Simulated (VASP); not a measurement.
Input of a VASP 6.6.1 run:

INCAR

```
SYSTEM = MgHgO2
  PREC = Accurate
  ENCUT = 520
  EDIFF = 1E-7
  ISMEAR = -1
  SIGMA = 0.02
  LREAL = .False.
  LASPH = .True.
  NELM = 80
  ALGO = Normal
  ISIF = 2
  LWAVE = .False.
  LCHARG = .False.
  GGA = PE
  NBANDS = 21
```

The input KPOINTS:

```
Automatic mesh
0
Gamma
  6 6 4
  0 0 0
```

Contents of POSCAR:

```
MgHgO2
1.0
    3.4471657121      0.0000000000      0.0000000000
    0.0000000000      3.4471657121      0.0000000000
    0.0000000000      0.0000000000      5.0534841251
Mg O Hg
1 2 1
Direct
    0.0000000000      0.0000000000      0.0000000000
    0.0000000000      0.5000000000      0.2015469214
    0.5000000000      0.0000000000      0.7984530786
    0.5000000000      0.5000000000      0.5000000000
```

Potentials or basis: VASP PAW PBE potentials, release 64 (Mg, O, Hg).

Command:

```bash
$ cat potpaw_PBE.64/Mg/POTCAR potpaw_PBE.64/O/POTCAR potpaw_PBE.64/Hg/POTCAR > POTCAR
$ mpirun -np 1 vasp_std > vasp.out
```

(1) What does it give for the largest force?

(2) What does it give for the pressure?

(3) Predict the band gap on the k mesh.

Answers

(1) 0.098 eV/Å.

(2) 0.3 GPa.

(3) 0.02 eV.

Caveat: the smearing spreads over this small gap; spin-orbit coupling is left out, which moves the levels of the heavy elements.
